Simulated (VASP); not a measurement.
# ZnS (F-43m) in VASP: single point with PBE

Aim: the single point of ZnS with PBE.

Everything below comes from runs of VASP 6.6.1. Logs are shortened: lines on timing, memory, paths and dates and some standing lists are left out, and cuts for length are marked.

## Step 1: The cell of the first run

Symmetry: F-43m, No. 216, cubic system. The conventional cell has a = 5.409 Å, b = 5.409 Å, c = 5.409 Å, α = 90.00°, β = 90.00°, γ = 90.00°. Zn (site symmetry -43m) has 4 S at 2.34 Å within 3.1 Å. S (site symmetry -43m) has 4 Zn at 2.34 Å within 3.1 Å.

## Step 2: Single point, PBE

INCAR reads:

```
SYSTEM = ZnS
PREC     = Accurate       ! precision mode
ENCUT    = 520            ! plane-wave cutoff, eV
EDIFF    = 1E-6           ! SCF threshold, eV
ISMEAR   = 0              ! smearing method
SIGMA    = 0.05           ! smearing width, eV
LREAL    = .FALSE.        ! projectors in reciprocal space
LASPH    = .TRUE.         ! aspherical terms in the spheres
NELM     = 60             ! most SCF steps
ALGO     = Normal         ! electronic algorithm
ISIF     = 2              ! what is computed and relaxed
LWAVE    = .FALSE.        ! write WAVECAR
LCHARG   = .TRUE.         ! write CHGCAR
GGA      = PE             ! functional
LELF     = .TRUE.         ! ELF
LVHAR    = .TRUE.       
NBANDS   = 26             ! bands
```

KPOINTS reads:

```
regular mesh
0
G
  8 8 6
  0 0 0
```

POSCAR reads:

```
ZnS
1.0
    0.0000000000     -2.7046500000     -2.7046500000
    0.0000000000      2.7046500000     -2.7046500000
    5.4093000000      0.0000000000      0.0000000000
Zn S
2 2
Direct
    0.5000000000      0.5000000000      0.5000000000
    0.0000000000      0.0000000000      0.0000000000
    0.0000000000      0.5000000000      0.2500000000
    0.5000000000      0.0000000000      0.7500000000
```

Potentials or basis: VASP PAW PBE potentials, release 64 (Zn, S).

On the command line:

```
cat potpaw_PBE.64/Zn/POTCAR potpaw_PBE.64/S/POTCAR > POTCAR
mpirun -np 1 vasp_std > vasp.out
```

OUTCAR:

```text
SYSTEM = ZnS
   PREC = Accurate
   ENCUT = 520
   EDIFF = 1E-6
   ISMEAR = 0
   LREAL = .FALSE.
   LASPH = .TRUE.
   NELM = 60
   ISIF = 2
   GGA = PE

 ion  position               nearest neighbor table
   1  0.500  0.500  0.500-   3 2.34   4 2.34   4 2.34   3 2.34
   2  0.000  0.000  0.000-   3 2.34   4 2.34   3 2.34   4 2.34
   3  0.000  0.500  0.250-   1 2.34   2 2.34   2 2.34   1 2.34
   4  0.500  0.000  0.750-   1 2.34   2 2.34   1 2.34   2 2.34

  LATTYP: Found a simple tetragonal cell.
 ALAT       =     3.8249527115
 C/A-ratio  =     1.4142135624

  Lattice vectors:

 A1 = (   0.0000000000,  -2.7046500000,  -2.7046500000)
 A2 = (   0.0000000000,   2.7046500000,  -2.7046500000)
 A3 = (   5.4093000000,   0.0000000000,   0.0000000000)

Analysis of symmetry for initial positions (statically):
=====================================================================
 Subroutine PRICEL returns following result:

  LATTYP: Found a face centered cubic cell.
 ALAT       =     5.4093000000

  Lattice vectors:

 A1 = (  -2.7046500000,   0.0000000000,   2.7046500000)
 A2 = (  -2.7046500000,  -2.7046500000,   0.0000000000)
 A3 = (  -0.0000000000,  -2.7046500000,   2.7046500000)

   2 primitive cells build up your supercell.

 Routine SETGRP: Setting up the symmetry group for a
 simple tetragonal supercell.

 Subroutine GETGRP returns: Found  8 space group operations
 (whereof  8 operations were pure point group operations)
 out of a pool of 16 trial point group operations.

The static configuration has the point symmetry D_2d.

Analysis of symmetry for dynamics (positions and initial velocities):
=====================================================================
 Subroutine PRICEL returns following result:

  LATTYP: Found a face centered cubic cell.
 ALAT       =     5.4093000000

  Lattice vectors:

 A1 = (  -2.7046500000,   0.0000000000,   2.7046500000)
 A2 = (  -2.7046500000,  -2.7046500000,   0.0000000000)
 A3 = (  -0.0000000000,  -2.7046500000,   2.7046500000)

   2 primitive cells build up your supercell.

 Routine SETGRP: Setting up the symmetry group for a
 simple tetragonal supercell.

 Subroutine GETGRP returns: Found  8 space group operations
 (whereof  8 operations were pure point group operations)
 out of a pool of 16 trial point group operations.

The dynamic configuration has the point symmetry D_2d.

 Subroutine INISYM returns: Found  8 space group operations
 (whereof  8 operations are pure point group operations),
 and found     2 'primitive' translations

----------------------------------------------------------------------------------------

                                     Primitive cell

  volume of cell :      39.5697

  direct lattice vectors                    reciprocal lattice vectors
    -2.704650000  0.000000000  2.704650000    -0.184866803  0.184866803  0.184866803
    -2.704650000 -2.704650000  0.000000000    -0.184866803 -0.184866803 -0.184866803
    -0.000000000 -2.704650000  2.704650000     0.184866803 -0.184866803  0.184866803

  length of vectors
     3.824952711  3.824952711  3.824952711     0.320198696  0.320198696  0.320198696

  position of ions in fractional coordinates (direct lattice)
     0.000000000  0.000000000  0.000000000
     0.750000000  0.750000000  0.750000000

  ion indices of the primitive-cell ions
   primitive index   ion index
                 1           1
                 2           3

----------------------------------------------------------------------------------------

 KPOINTS: regular mesh

Automatic generation of k-mesh.
 Grid dimensions read from file:
 generate k-points for:    8    8    6

 Generating k-lattice:

  Cartesian coordinates                     Fractional coordinates (reciprocal lattice)
     0.000000000 -0.023108350 -0.023108350     0.125000000  0.000000000  0.000000000
     0.000000000  0.023108350 -0.023108350     0.000000000  0.125000000  0.000000000
     0.030811134  0.000000000  0.000000000     0.000000000  0.000000000  0.166666667

  Length of vectors
     0.032680143  0.032680143  0.030811134

  Shift w.r.t. Gamma in fractional coordinates (k-lattice)
     0.000000000  0.000000000  0.000000000

 Subroutine IBZKPT returns following result:
 ===========================================

 Found     60 irreducible k-points:

 Following reciprocal coordinates:
            Coordinates               Weight
  0.000000  0.000000  0.000000      1.000000
  0.125000  0.000000  0.000000      4.000000
  0.250000  0.000000  0.000000      4.000000
  0.375000  0.000000  0.000000      4.000000
  0.500000  0.000000  0.000000      2.000000
  0.125000  0.125000  0.000000      4.000000
[... 16 lines left out ...]
  0.375000  0.125000  0.166667     16.000000
  0.500000  0.125000  0.166667      8.000000
 [... further k-points ...]
   k-points           NKPTS =     60   k-points in BZ     NKDIM =     60   number of bands    NBANDS=     26
   number of dos      NEDOS =    301   number of ions     NIONS =      4
   total plane-waves  NPLWV =  31360
   dimension x,y,z NGX =    28 NGY =   28 NGZ =   40
   dimension x,y,z NGXF=    56 NGYF=   56 NGZF=   80
   ions per type =               2   2
   NGX,Y,Z   is equivalent  to a cutoff of  12.17, 12.17, 12.29 a.u.
   NGXF,Y,Z  is equivalent  to a cutoff of  24.34, 24.34, 24.59 a.u.
 SYSTEM =  ZnS
   PREC   = accura    normal or accurate (medium, high low for compatibility)
   ISTART =      0    job   : 0-new  1-cont  2-samecut
   ICHARG =      2    charge: 1-file 2-atom 10-const
   ISPIN  =      1    spin polarized calculation?
   LNONCOLLINEAR =      F non collinear calculations
   LSORBIT =      F    spin-orbit coupling
   LASPH  =      T    aspherical Exc in radial PAW
   ENCUT  =  520.0 eV  38.22 Ry    6.18 a.u.   7.11  7.11 10.06*2*pi/ulx,y,z
   NELM   =     60;   NELMIN=  2; NELMDL= -5     # of ELM steps
   EDIFF  = 0.1E-05   stopping-criterion for ELM
   LREAL  =      F    real-space projection
   EDIFFG = 0.1E-04   stopping-criterion for IOM
   NSW    =      0    number of steps for IOM
   IBRION =     -1    ionic relax: 0-MD 1-quasi-New 2-CG
   NFREE  =      0    steps in history (QN), initial steepest desc. (CG)
   ISIF   =      2    stress and relaxation
   ISYM   =      2    0-nonsym 1-usesym 2-fastsym
   POTIM  = 0.5000    time-step for ionic-motion
   TEBEG  =    0.0;   TEEND  =   0.0 temperature during run
   PSTRESS=    0.0 pullay stress
   NELECT =      36.0000    total number of electrons
   NUPDOWN=      -1.0000    fix difference up-down
   EMIN   =  10.00;   EMAX   =-10.00  energy-range for DOS
   EFERMI =   0.00;   METHOD = LEGACY
   ISMEAR =     0;   SIGMA  =   0.05  broadening in eV -4-tet -1-fermi 0-gaus
   EFERMI_NEDOS =   21; number of points for ismear=-14 and -15
   IALGO  =     38    algorithm
   IMIX   =      4    mixing-type and parameters
     AMIX     =   0.40;   BMIX     =  1.00
     AMIX_MAG =   1.60;   BMIX_MAG =  1.00
  volume/ion in A,a.u.               =      19.78       133.51
  Fermi-wavevector in a.u.,A,eV,Ry     =   1.259055  2.379268 21.568210  1.585219
  Thomas-Fermi vector in A             =   2.392634
   LORBIT       =      0    0 simple, 1 ext, 2 COOP (PROOUT), +10 PAW based schemes
   GGA     = PE    functional components
   LHFCALC =     F    Hartree Fock is set to
   AEXX    =    0.0000 exact exchange contribution
   IVDW    =     0    specifies the selected vdW correction
   LEPSILON=     F    determine dielectric tensor
   LRPA    =     F    only Hartree local field effects (RPA)
 non-spin polarized calculation
 Gauss-broadening in eV      SIGMA  =   0.05
  energy-cutoff  :      520.00
  volume of cell :       79.14
 maximum number of plane-waves:      2180
   NGX = 15   NGY = 15   NGZ = 21

 number of electron      35.9999976 magnetization

 Free energy of the ion-electron system (eV)
  ---------------------------------------------------
  ext. energy  EPLUGINS =         0.00000000
  ---------------------------------------------------
  free energy    TOTEN  =       -13.69692573 eV

  energy without entropy =      -13.69692573  energy(sigma->0) =      -13.69692573

 E-fermi :   2.3271     XC(G=0):  -9.6161

 val. band max:        2.0790795374   @ k =   0.0000   0.0000   0.0000
 cond. band min:       4.1809143426   @ k =   0.0000   0.0000   0.0000
 fundamental gap:      2.1018348052
 Fermi energy:         2.3271030748

 k-point     1 :       0.0000    0.0000    0.0000
  band No.  band energies     occupation
      1     -11.0407      2.00000
      2      -9.8091      2.00000
      3      -4.2717      2.00000
      4      -4.2475      2.00000
      5      -4.2475      2.00000
      6      -4.2475      2.00000
[... 18 lines left out ...]
     25      13.0373      0.00000
     26      13.8398      0.00000

 k-point     2 :       0.1250    0.0000    0.0000
  band No.  band energies     occupation
      1     -10.9624      2.00000
      2      -9.8093      2.00000
      3      -4.2499      2.00000
      4      -4.2352      2.00000
      5      -4.2315      2.00000
      6      -4.2288      2.00000
[... 18 lines left out ...]
     25      12.3754      0.00000
     26      13.1435      0.00000

 k-point     3 :       0.2500    0.0000    0.0000
  band No.  band energies     occupation
      1     -10.7454      2.00000
      2      -9.8325      2.00000
      3      -4.2390      2.00000
      4      -4.2008      2.00000
      5      -4.1837      2.00000
      6      -4.1640      2.00000
[... 18 lines left out ...]
     25      11.4698      0.00000
     26      11.8592      0.00000

 k-point     4 :       0.3750    0.0000    0.0000
  band No.  band energies     occupation
      1     -10.4444      2.00000
      2      -9.9321      2.00000
      3      -4.1678      2.00000
      4      -4.1508      2.00000
      5      -4.1366      2.00000
      6      -4.1309      2.00000
[... 18 lines left out ...]
     25      10.5031      0.00000
     26      10.7843      0.00000

 k-point     5 :       0.5000    0.0000    0.0000
  band No.  band energies     occupation
      1     -10.1453      2.00000
      2     -10.1453      2.00000
      3      -4.1247      2.00000
      4      -4.1247      2.00000
      5      -4.0915      2.00000
      6      -4.0915      2.00000
[... 18 lines left out ...]
     25       9.9828      0.00000
     26       9.9828      0.00000

 k-point     6 :       0.1250    0.1250    0.0000
  band No.  band energies     occupation
      1     -10.8858      2.00000
      2      -9.8061      2.00000
      3      -4.2668      2.00000
      4      -4.2087      2.00000
      5      -4.2087      2.00000
      6      -4.1950      2.00000
[... 427 lines left out ...]
 k-point    21 :       0.1250    0.1250    0.1667
  band No.  band energies     occupation
      1     -10.8222      2.00000
      2      -9.8887      2.00000
      3      -4.2519      2.00000
      4      -4.2082      2.00000
      5      -4.1975      2.00000
      6      -4.1967      2.00000
[... 18 lines left out ...]
     25      10.6579      0.00000
     26      12.3505      0.00000

 k-point    22 :       0.2500    0.1250    0.1667
  band No.  band energies     occupation
      1     -10.6210      2.00000
      2      -9.8804      2.00000
      3      -4.2469      2.00000
      4      -4.1599      2.00000
      5      -4.1572      2.00000
      6      -4.1354      2.00000
[... 18 lines left out ...]
     25       9.7738      0.00000
     26      11.8438      0.00000

 k-point    23 :       0.3750    0.1250    0.1667
  band No.  band energies     occupation
      1     -10.3492      2.00000
      2      -9.9324      2.00000
      3      -4.1997      2.00000
      4      -4.1170      2.00000
      5      -4.1143      2.00000
      6      -4.0814      2.00000
[... 18 lines left out ...]
     25      10.0218      0.00000
     26      11.4290      0.00000

 k-point    24 :       0.5000    0.1250    0.1667
  band No.  band energies     occupation
      1     -10.0937      2.00000
      2     -10.0937      2.00000
      3      -4.1379      2.00000
      4      -4.1379      2.00000
      5      -4.0841      2.00000
      6      -4.0841      2.00000
[... 18 lines left out ...]
     25      10.6477      0.00000
     26      10.6477      0.00000

 [... further k-points ...]
[... 5 lines left out ...]
  --------------------------------------------------------------------------------------
  -------------------------------------------------------------------------------------
  Total        0.7490359      0.7506841      0.7506841      0.0000000      0.0000000     -0.0000000
  in kB       15.1642174     15.1975863     15.1975863      0.0000000      0.0000000     -0.0000000
  external PRESSURE =      15.1864634 kB  Pullay stress =       0.0000000 kB

 VOLUME and BASIS-vectors are now :
 -----------------------------------------------------------------------------
  energy-cutoff  :      520.00
  volume of cell :       79.14
      direct lattice vectors                 reciprocal lattice vectors
     0.000000000 -2.704650000 -2.704650000     0.000000000 -0.184866803 -0.184866803
     0.000000000  2.704650000 -2.704650000     0.000000000  0.184866803 -0.184866803
     5.409300000  0.000000000  0.000000000     0.184866803  0.000000000  0.000000000

 POSITION                                       TOTAL-FORCE (eV/Angst)
 -----------------------------------------------------------------------------------
      2.70465      0.00000     -2.70465         0.000000     -0.000000     -0.000000
      0.00000      0.00000      0.00000        -0.000000     -0.000000     -0.000000
      1.35232      1.35232     -1.35232        -0.000000      0.000000      0.000000
      4.05697     -1.35232     -1.35232        -0.000000      0.000000      0.000000
 -----------------------------------------------------------------------------------
    total drift:                                0.000000      0.000000     -0.000000

  FREE ENERGIE OF THE ION-ELECTRON SYSTEM (eV)
  ---------------------------------------------------
  free  energy   TOTEN  =       -13.6969257334 eV

  energy  without entropy=      -13.6969257334  energy(sigma->0) =      -13.69692573
```

Wall time 3 min (1 thread of AMD EPYC 7R13, shared host); peak memory 0.21 GiB.

Results:

```yaml
Free_energy: -13.6969 eV
Pressure: 1.5 GPa
Band_gap_on_the_k_mesh: 2.10 eV
```
